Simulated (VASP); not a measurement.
Runs of VASP 6.6.1 on W. The structure is that of space group Immm (No. 71), or close to it. The cells are those of the table. 

| cell | gap on the mesh (eV) | pressure (GPa) |
| --- | --- | --- |
| a = 2.829, b = 2.686 Å, angles 61.7, 63.3, 61.7°, 1 atom | none | 3.0 |
| a = 2.843, b = 2.403 Å, angles 65.0, 69.8, 65.0°, 1 atom | none | 24.2 |
| a = 2.774, b = 2.334, c = 2.843 Å, angles 63.9, 69.0, 67.0°, 1 atom | none | (b) |
| a = 2.834, b = 2.544 Å, angles 63.3, 66.5, 63.3°, 1 atom | none | (a) |
| a = 2.765, b = 2.475, c = 2.834 Å, angles 62.3, 65.8, 65.2°, 1 atom | none | 29.9 |
| a = 2.759, b = 2.616, c = 2.829 Å, angles 60.7, 62.5, 63.4°, 1 atom | none | 21.0 |

Alike in all rows: task single point; level PBEsol; potentials or basis VASP PAW PBE potentials, release 64 (W_sv); no spin polarisation; k mesh 20 × 20 × 20; cutoff (eV) 500; smearing gaussian 0.15 eV.

Question: Fill in the values left out.

Answer: (a) 10.2; (b) 47.5.

Caveats: the PAW data sets were made with another functional, which shifts forces and pressure a little; spin-orbit coupling is left out, which moves the levels of the heavy elements; the cell stands under pressure (at least some runs); the stress differs along the axes, from 10 to 31 GPa (at least some runs); the stress differs along the axes, from 28 to 60 GPa (at least some runs); the stress differs along the axes, from 26 to 35 GPa (at least some runs); the stress differs along the axes, from 13 to 26 GPa (at least some runs).

A k mesh can miss the band edges, and the runs leave out spin-orbit coupling on W.

A gap of «none» marks levels without a gap at the run's occupations.
